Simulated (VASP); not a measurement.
A run of VASP 6.6.1 is set up as follows.

File INCAR:

```
SYSTEM = HfN
PREC = Accurate
ENCUT = 520
EDIFF = 1E-6
ISMEAR = -1
SIGMA = 0.05
LREAL = .FALSE.
LASPH = .TRUE.
NELM = 60
ALGO = Normal
ISIF = 2
LWAVE = .FALSE.
LCHARG = .TRUE.
GGA = PE
LELF = .TRUE.
LVHAR = .TRUE.
NBANDS = 14
```

File KPOINTS:

```
Automatic mesh
0
G
  14 14 14
  0 0 0
```

Contents of POSCAR:

```
HfN
1.0
    2.3146800532      0.0000000000      0.0000000000
    0.0000000000      2.3146800532      0.0000000000
    0.0000000000      0.0000000000      2.3146800532
Hf N
1 1
Direct
    0.0000000000      0.0000000000      0.0000000000
    0.5000000000      0.5000000000      0.5000000000
```

Potentials or basis: VASP PAW PBE potentials, release 64 (Hf_pv, N).

Command:

```bash
$ cat potpaw_PBE.64/Hf_pv/POTCAR potpaw_PBE.64/N/POTCAR > POTCAR
$ mpirun -np 1 vasp_std > vasp.out
```

Q: Estimate the pressure.

A: 489.3 GPa.
